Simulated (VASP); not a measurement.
Write the native input for VASP 6.6.1 that does the following.

| Quantity | Value |
| --- | --- |
| Task | single point |
| Functional | r2SCAN |
| Potentials or basis | VASP PAW PBE potentials, release 64 (Al, N) |
| Cutoff | 520 eV |
| k mesh | 6 × 6 × 6 |
| Occupations | gaussian, width 0.05 eV |
| Spin | no spin polarisation |
| Dipole correction | no |
| Further INCAR settings | ALGO = Normal; EDIFF = 1e-06; NBANDS = 26 |

Crystal: AlN.

```
CELL_PARAMETERS angstrom
4.36799 0.00000 0.00000
0.00000 -4.36799 0.00000
0.00000 0.00000 -4.36799
ATOMIC_POSITIONS crystal
Al 0.00152 0.48536 0.48522
Al 0.49051 0.01506 0.50058
Al 0.50578 0.49152 0.99316
Al 0.00305 0.00110 0.00019
N 0.73486 0.75515 0.75875
N 0.25618 0.23742 0.74653
N 0.26086 0.76501 0.27289
N 0.74724 0.24938 0.24268
```

This cell differs from its parent crystal: atoms moved at random.

These files were run (other wordings do the same):

POSCAR

```
AlN
1.0
    4.3679871192      0.0000000000      0.0000000000
    0.0000000000     -4.3679871192      0.0000000000
    0.0000000000      0.0000000000     -4.3679871192
Al N
4 4
Direct
    0.0015173386      0.4853591589      0.4852187059
    0.4905107619      0.0150630742      0.5005822066
    0.5057812798      0.4915155733     -0.0068423574
    0.0030464684      0.0010998814      0.0001936979
    0.7348622086      0.7551521926      0.7587472363
    0.2561810148      0.2374198011      0.7465331279
    0.2608574415      0.7650125782      0.2728887769
    0.7472434864      0.2493777403      0.2426786059
```

INCAR.step1

```
ALGO = Normal ; EDIFF = 1E-4
ENCUT = 520 ; GGA = PE
ISMEAR = 0 ; LASPH = T
LCHARG = F ; LREAL = F
LWAVE = T ; NBANDS = 26
NELM = 100 ; PREC = Accurate
SIGMA = 0.05
```

INCAR.step2

```
ALGO = Normal ; EDIFF = 1E-6
ENCUT = 520 ; ISIF = 2
ISMEAR = 0 ; ISTART = 1
LASPH = T ; LCHARG = T
LELF = T ; LMIXTAU = T
LREAL = F ; LVHAR = T
LWAVE = F ; METAGGA = R2SCAN
NBANDS = 26 ; NELM = 100
PREC = Accurate ; SIGMA = 0.05
```

KPOINTS

```
k-points
0
Gamma
  6 6 6
```

Potentials or basis: VASP PAW PBE potentials, release 64 (Al, N).

Run with:

```bash
$ cat potpaw_PBE.64/Al/POTCAR potpaw_PBE.64/N/POTCAR > POTCAR
$ cp INCAR.step1 INCAR
$ mpirun -np 1 vasp_std > vasp.out
$ cp INCAR.step2 INCAR
$ mpirun -np 1 vasp_std > vasp.out
```

Results of the run:

```yaml
Pressure: 2.0 GPa
Largest_force: 3.270 eV/Å
Band_gap_on_the_k_mesh: 3.23 eV
```

Caveat: the cell differs from its parent crystal (atoms moved at random); the PAW data sets were made with another functional, which shifts forces and pressure a little.

Run time: 16 min on 1 thread of Oxide Virtual Turin-like Processor, on a shared host, peak memory 0.27 GiB.
